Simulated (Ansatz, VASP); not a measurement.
One calculation of Zn2Cd3Se, two programs

```xyz
6
Lattice="4.3867 0.0000 0.0000 0.0000 4.3867 0.0000 0.0000 0.0000 7.4280" Properties=species:S:1:pos:R:3 pbc="T T T"
Zn    2.1934    0.0000    5.3428
Zn    0.0000    2.1934    2.0852
Cd    0.0000    2.1934    5.5787
Cd    2.1934    2.1934    3.7140
Cd    2.1934    0.0000    1.8493
Se    0.0000    0.0000    0.0000
```

Alike in both runs: task relaxation of cell and atoms; functional PBE; k mesh 8 × 8 × 4; occupations gaussian, width 0.1 eV; no spin polarisation.

|  | VASP | Ansatz |
| --- | --- | --- |
| version | VASP 6.6.1 | Ansatz 0.2.0 |
| potentials or method | VASP PAW PBE potentials, release 64 (Zn, Cd, Se), cutoff 600 eV | scalar-relativistic, plane waves, PAW |
| valence electrons in the cell | 66 | 100 |

```tsv
	VASP	Ansatz	Ansatz less VASP
gap on the k mesh at the Fermi level, each at its own relaxed structure (eV)	none	none	-
relaxed volume (Å³/atom)	23.96	23.85	-0.105
relaxed cell length with the largest relative difference (Å)	4.274	4.266	-0.0083
```

A gap of «none» marks a metal or a gap that the smearing closes. VASP's potentials hold 66 valence electrons a cell and Ansatz's 100, so a difference there can come from the potentials and not from the codes.
